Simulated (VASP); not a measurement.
# SbO4 (Pnnm) in VASP: single point with PBE

Aim: the single point of SbO4 with PBE.

Program: VASP 6.6.1. These are calculated values, not measurements. Logs are shortened: lines on timing, memory, paths and dates and some standing lists are left out, and cuts for length are marked.

### Step 1. The cell of the first run

It takes space group Pnnm (No. 58, orthorhombic). The conventional cell has a = 5.120 Å, b = 10.546 Å, c = 2.960 Å, α = 90.00°, β = 90.00°, γ = 90.00°. Within 2.6 Å of Sb (site symmetry 2/m) lie 6 O at 1.99 to 2.24 Å. Within 1.8 Å of O (site symmetry m) lie 1 O at 1.32 Å. Within 2.7 Å of O (site symmetry m) lie 2 Sb at 1.99 Å and 1 O at 2.65 Å.

### Step 2. Single point, PBE

Contents of INCAR:

```
SYSTEM = SbO4
  PREC = Accurate
  ENCUT = 520
  EDIFF = 1E-6
  ISMEAR = 0
  SIGMA = 0.1
  LREAL = .False.
  LASPH = .True.
  NELM = 60
  ALGO = Normal
  ISIF = 2
  LWAVE = .False.
  LCHARG = .False.
  GGA = PE
  NBANDS = 40
```

Contents of KPOINTS:

```
Automatic mesh
0
Gamma
  6 4 12
  0 0 0
```

Contents of POSCAR:

```
SbO4
1.0
    5.1195542353      0.0000000000      0.0000000000
    0.0000000000     10.5461760263      0.0000000000
    0.0000000000      0.0000000000      2.9604130871
Sb O
2 8
Direct
    0.5000000000      0.5000000000      0.5000000000
    0.0000000000      0.0000000000      0.0000000000
    0.0752874883      0.5507932527      0.5000000000
    0.9247125117      0.4492067473      0.5000000000
    0.4467814866      0.3770384747      0.0000000000
    0.5532185134      0.6229615253      0.0000000000
    0.5752874883      0.9492067473      0.0000000000
    0.4247125117      0.0507932527      0.0000000000
    0.0532185134      0.8770384747      0.5000000000
    0.9467814866      0.1229615253      0.5000000000
```

Potentials or basis: VASP PAW PBE potentials, release 64 (Sb, O).

Launch:

```bash
> cat potpaw_PBE.64/Sb/POTCAR potpaw_PBE.64/O/POTCAR > POTCAR
> mpirun -np 1 vasp_std > vasp.out
```

OUTCAR:

```text
SYSTEM = SbO4
   PREC = Accurate
   ENCUT = 520
   EDIFF = 1E-6
   ISMEAR = 0
   LREAL = .False.
   LASPH = .True.
   NELM = 60
   ISIF = 2
   GGA = PE

 ion  position               nearest neighbor table
   1  0.500  0.500  0.500-   5 1.99   6 1.99   5 1.99   6 1.99   3 2.24   4 2.24
   2  0.000  0.000  0.000-   9 1.99  10 1.99   9 1.99  10 1.99   7 2.24   8 2.24
   3  0.075  0.551  0.500-   4 1.32   1 2.24
   4  0.925  0.449  0.500-   3 1.32   1 2.24
   5  0.447  0.377  0.000-   1 1.99   1 1.99
   6  0.553  0.623  0.000-   1 1.99   1 1.99
   7  0.575  0.949  0.000-   8 1.32   2 2.24
   8  0.425  0.051  0.000-   7 1.32   2 2.24
   9  0.053  0.877  0.500-   2 1.99   2 1.99
  10  0.947  0.123  0.500-   2 1.99   2 1.99

  LATTYP: Found a simple orthorhombic cell.
 ALAT       =     2.9604130871
 B/A-ratio  =     1.7293377933
 C/A-ratio  =     3.5624001503

  Lattice vectors:

 A1 = (   0.0000000000,   0.0000000000,   2.9604130871)
 A2 = (   5.1195542353,   0.0000000000,   0.0000000000)
 A3 = (   0.0000000000,  10.5461760263,   0.0000000000)

Analysis of symmetry for initial positions (statically):
=====================================================================
 Subroutine PRICEL returns:
 Original cell was already a primitive cell.

 Routine SETGRP: Setting up the symmetry group for a
 simple orthorhombic supercell.

 Subroutine GETGRP returns: Found  8 space group operations
 (whereof  4 operations were pure point group operations)
 out of a pool of  8 trial point group operations.

The static configuration has the point symmetry C_2h.
 The point group associated with its full space group is D_2h.

Analysis of symmetry for dynamics (positions and initial velocities):
=====================================================================
 Subroutine PRICEL returns:
 Original cell was already a primitive cell.

 Routine SETGRP: Setting up the symmetry group for a
 simple orthorhombic supercell.

 Subroutine GETGRP returns: Found  8 space group operations
 (whereof  4 operations were pure point group operations)
 out of a pool of  8 trial point group operations.

The dynamic configuration has the point symmetry C_2h.
 The point group associated with its full space group is D_2h.

 Subroutine INISYM returns: Found  8 space group operations
 (whereof  4 operations are pure point group operations),
 and found     1 'primitive' translations

----------------------------------------------------------------------------------------

                                     Primitive cell

  volume of cell :     159.8378

  direct lattice vectors                    reciprocal lattice vectors
     5.119554235  0.000000000  0.000000000     0.195329506  0.000000000  0.000000000
     0.000000000 10.546176026  0.000000000     0.000000000  0.094821099  0.000000000
     0.000000000  0.000000000  2.960413087     0.000000000  0.000000000  0.337790697

  length of vectors
     5.119554235 10.546176026  2.960413087     0.195329506  0.094821099  0.337790697

  position of ions in fractional coordinates (direct lattice)
     0.500000000  0.500000000  0.500000000
     0.000000000  0.000000000  0.000000000
     0.075287488  0.550793253  0.500000000
     0.924712512  0.449206747  0.500000000
     0.446781487  0.377038475  0.000000000
     0.553218513  0.622961525  0.000000000
     0.575287488  0.949206747  0.000000000
     0.424712512  0.050793253  0.000000000
     0.053218513  0.877038475  0.500000000
     0.946781487  0.122961525  0.500000000

  ion indices of the primitive-cell ions
   primitive index   ion index
                 1           1
                 2           2
                 3           3
                 4           4
                 5           5
                 6           6
                 7           7
                 8           8
                 9           9
                10          10

----------------------------------------------------------------------------------------

 KPOINTS: Automatic mesh

Automatic generation of k-mesh.
 Grid dimensions read from file:
 generate k-points for:    6    4   12

 Generating k-lattice:

  Cartesian coordinates                     Fractional coordinates (reciprocal lattice)
     0.032554918  0.000000000  0.000000000     0.166666667  0.000000000  0.000000000
     0.000000000  0.023705275  0.000000000     0.000000000  0.250000000  0.000000000
     0.000000000  0.000000000  0.028149225     0.000000000  0.000000000  0.083333333

  Length of vectors
     0.032554918  0.023705275  0.028149225

  Shift w.r.t. Gamma in fractional coordinates (k-lattice)
     0.000000000  0.000000000  0.000000000

 Subroutine IBZKPT returns following result:
 ===========================================

 Found     84 irreducible k-points:

 Following reciprocal coordinates:
            Coordinates               Weight
  0.000000  0.000000  0.000000      1.000000
  0.166667  0.000000  0.000000      2.000000
  0.333333  0.000000  0.000000      2.000000
  0.500000  0.000000  0.000000      1.000000
  0.000000  0.250000  0.000000      2.000000
  0.166667  0.250000  0.000000      4.000000
[... 16 lines left out ...]
  0.333333  0.500000  0.083333      4.000000
  0.500000  0.500000  0.083333      2.000000
 [... further k-points ...]
   k-points           NKPTS =     84   k-points in BZ     NKDIM =     84   number of bands    NBANDS=     40
   number of dos      NEDOS =    301   number of ions     NIONS =     10
   total plane-waves  NPLWV =  76800
   dimension x,y,z NGX =    40 NGY =   80 NGZ =   24
   dimension x,y,z NGXF=    80 NGYF=  160 NGZF=   48
   ions per type =               2   8
   NGX,Y,Z   is equivalent  to a cutoff of  12.99, 12.61, 13.48 a.u.
   NGXF,Y,Z  is equivalent  to a cutoff of  25.98, 25.22, 26.96 a.u.
 SYSTEM =  SbO4
   PREC   = accura    normal or accurate (medium, high low for compatibility)
   ISTART =      0    job   : 0-new  1-cont  2-samecut
   ICHARG =      2    charge: 1-file 2-atom 10-const
   ISPIN  =      1    spin polarized calculation?
   LNONCOLLINEAR =      F non collinear calculations
   LSORBIT =      F    spin-orbit coupling
   LASPH  =      T    aspherical Exc in radial PAW
   ENCUT  =  520.0 eV  38.22 Ry    6.18 a.u.   9.52 19.61  5.50*2*pi/ulx,y,z
   NELM   =     60;   NELMIN=  2; NELMDL= -5     # of ELM steps
   EDIFF  = 0.1E-05   stopping-criterion for ELM
   LREAL  =      F    real-space projection
   EDIFFG = 0.1E-04   stopping-criterion for IOM
   NSW    =      0    number of steps for IOM
   IBRION =     -1    ionic relax: 0-MD 1-quasi-New 2-CG
   NFREE  =      0    steps in history (QN), initial steepest desc. (CG)
   ISIF   =      2    stress and relaxation
   ISYM   =      2    0-nonsym 1-usesym 2-fastsym
   POTIM  = 0.5000    time-step for ionic-motion
   TEBEG  =    0.0;   TEEND  =   0.0 temperature during run
   PSTRESS=    0.0 pullay stress
   NELECT =      58.0000    total number of electrons
   NUPDOWN=      -1.0000    fix difference up-down
   EMIN   =  10.00;   EMAX   =-10.00  energy-range for DOS
   EFERMI =   0.00;   METHOD = LEGACY
   ISMEAR =     0;   SIGMA  =   0.10  broadening in eV -4-tet -1-fermi 0-gaus
   EFERMI_NEDOS =   21; number of points for ismear=-14 and -15
   IALGO  =     38    algorithm
   IMIX   =      4    mixing-type and parameters
     AMIX     =   0.40;   BMIX     =  1.00
     AMIX_MAG =   1.60;   BMIX_MAG =  1.00
  volume/ion in A,a.u.               =      15.98       107.86
  Fermi-wavevector in a.u.,A,eV,Ry     =   1.167681  2.206598 18.551267  1.363480
  Thomas-Fermi vector in A             =   2.304178
   LORBIT       =      0    0 simple, 1 ext, 2 COOP (PROOUT), +10 PAW based schemes
   GGA     = PE    functional components
   LHFCALC =     F    Hartree Fock is set to
   AEXX    =    0.0000 exact exchange contribution
   IVDW    =     0    specifies the selected vdW correction
   LEPSILON=     F    determine dielectric tensor
   LRPA    =     F    only Hartree local field effects (RPA)
 non-spin polarized calculation
 Gauss-broadening in eV      SIGMA  =   0.10
  energy-cutoff  :      520.00
  volume of cell :      159.84
 maximum number of plane-waves:      4351
 NGX is ok and might be reduce to    40
   NGX = 19   NGY = 39   NGZ = 11

 number of electron      57.9999995 magnetization

 Free energy of the ion-electron system (eV)
  ---------------------------------------------------
  ext. energy  EPLUGINS =         0.00000000
  ---------------------------------------------------
  free energy    TOTEN  =       -53.95761326 eV

  energy without entropy =      -53.93854449  energy(sigma->0) =      -53.94807887

 E-fermi :   0.7269     XC(G=0):  -8.5701

 val. band max:        0.7152155711   @ k =   0.3333   0.0000   0.2500
 cond. band min:       0.7359989839   @ k =   0.1667   0.0000   0.2500
 fundamental gap:      0.0207834128
 Fermi energy:         0.7268597137

 k-point     1 :       0.0000    0.0000    0.0000
  band No.  band energies     occupation
      1     -23.2205      2.00000
      2     -23.2195      2.00000
      3     -18.0307      2.00000
      4     -18.0166      2.00000
      5     -16.6233      2.00000
      6     -16.5958      2.00000
[... 32 lines left out ...]
     39       9.7996      0.00000
     40      10.6000      0.00000

 k-point     2 :       0.1667    0.0000    0.0000
  band No.  band energies     occupation
      1     -23.2159      2.00000
      2     -23.2150      2.00000
      3     -18.0739      2.00000
      4     -18.0619      2.00000
      5     -16.6196      2.00000
      6     -16.5958      2.00000
[... 32 lines left out ...]
     39      10.0336      0.00000
     40      10.9278      0.00000

 k-point     3 :       0.3333    0.0000    0.0000
  band No.  band energies     occupation
      1     -23.2063      2.00000
      2     -23.2058      2.00000
      3     -18.1563      2.00000
      4     -18.1498      2.00000
      5     -16.6107      2.00000
      6     -16.5969      2.00000
[... 32 lines left out ...]
     39      10.4886      0.00000
     40      11.3359      0.00000

 k-point     4 :       0.5000    0.0000    0.0000
  band No.  band energies     occupation
      1     -23.2014      2.00000
      2     -23.2014      2.00000
      3     -18.1942      2.00000
      4     -18.1942      2.00000
      5     -16.6019      2.00000
      6     -16.6019      2.00000
[... 32 lines left out ...]
     39      10.9685      0.00000
     40      10.9685      0.00000
[... 772 lines left out ...]
     39      10.2622      0.00000
     40      10.2622      0.00000

 k-point    23 :       0.3333    0.5000    0.0833
  band No.  band energies     occupation
      1     -23.1943      2.00000
      2     -23.1943      2.00000
      3     -18.0958      2.00000
      4     -18.0958      2.00000
      5     -16.5419      2.00000
      6     -16.5419      2.00000
[... 32 lines left out ...]
     39      10.6554      0.00000
     40      10.6554      0.00000

 k-point    24 :       0.5000    0.5000    0.0833
  band No.  band energies     occupation
      1     -23.1900      2.00000
      2     -23.1900      2.00000
      3     -18.1352      2.00000
      4     -18.1352      2.00000
      5     -16.5401      2.00000
      6     -16.5401      2.00000
[... 32 lines left out ...]
     39      10.9110      0.00000
     40      10.9110      0.00000

 [... further k-points ...]

------------------------ aborting loop because EDIFF is reached ----------------------------------------

  FORCE on cell =-STRESS in cart. coord.  units (eV):
  Direction    XX          YY          ZZ          XY          YZ          ZX
  --------------------------------------------------------------------------------------
  -------------------------------------------------------------------------------------
  Total       -0.1191610      0.8363406      0.0619968     -0.0000000      0.0000000      0.0000000
  in kB       -1.1944428      8.3832864      0.6214416     -0.0000000      0.0000000      0.0000000
  external PRESSURE =       2.6034284 kB  Pullay stress =       0.0000000 kB

 VOLUME and BASIS-vectors are now :
 -----------------------------------------------------------------------------
  energy-cutoff  :      520.00
  volume of cell :      159.84
      direct lattice vectors                 reciprocal lattice vectors
     5.119554235  0.000000000  0.000000000     0.195329506  0.000000000  0.000000000
     0.000000000 10.546176026  0.000000000     0.000000000  0.094821099  0.000000000
     0.000000000  0.000000000  2.960413087     0.000000000  0.000000000  0.337790697

 POSITION                                       TOTAL-FORCE (eV/Angst)
 -----------------------------------------------------------------------------------
      2.55978      5.27309      1.48021         0.000000      0.000000      0.000000
      0.00000      0.00000      0.00000         0.000000      0.000000      0.000000
      0.38544      5.80876      1.48021         0.325682      0.349189      0.000000
      4.73412      4.73741      1.48021        -0.325682     -0.349189     -0.000000
      2.28732      3.97631      0.00000        -0.013239     -0.058057      0.000000
      2.83223      6.56986      0.00000         0.013239      0.058057     -0.000000
      2.94522     10.01050      0.00000         0.325682     -0.349189      0.000000
      2.17434      0.53567      0.00000        -0.325682      0.349189     -0.000000
      0.27246      9.24940      1.48021         0.013239     -0.058057     -0.000000
      4.84710      1.29677      1.48021        -0.013239      0.058057      0.000000
 -----------------------------------------------------------------------------------
    total drift:                                0.000000      0.000000     -0.000000

  FREE ENERGIE OF THE ION-ELECTRON SYSTEM (eV)
  ---------------------------------------------------
  free  energy   TOTEN  =       -53.9576132569 eV

  energy  without entropy=      -53.9385444920  energy(sigma->0) =      -53.94807887
```

Wall time 11 min (1 thread of Intel Xeon Platinum 8259CL at 2.50GHz (Skylake/Cascade Lake), shared host); peak memory 0.51 GiB.

Results:

| Quantity | Value |
| --- | --- |
| Free energy | -53.9576 eV |
| Pressure | 0.3 GPa |
| Largest force | 0.477 eV/Å |
| Band gap on the k mesh | zero (bands 29 and 30 overlap by 0.90 eV) |

Forces in eV/Å, atoms in the order of the input:
```
Sb   0.000  0.000  0.000
Sb   0.000  0.000  0.000
O    0.326  0.349  0.000
O   -0.326 -0.349  0.000
O   -0.013 -0.058  0.000
O    0.013  0.058  0.000
O    0.326 -0.349  0.000
O   -0.326  0.349  0.000
O    0.013 -0.058  0.000
O   -0.013  0.058  0.000
```

Stress tensor (GPa, compression positive):
```
-0.12  0.00  0.00
 0.00  0.84  0.00
 0.00  0.00  0.06
```

Caveat: spin-orbit coupling is left out, which moves the levels of the heavy elements.

The gap in the log of VASP goes by the Fermi energy; the results here count the filled bands.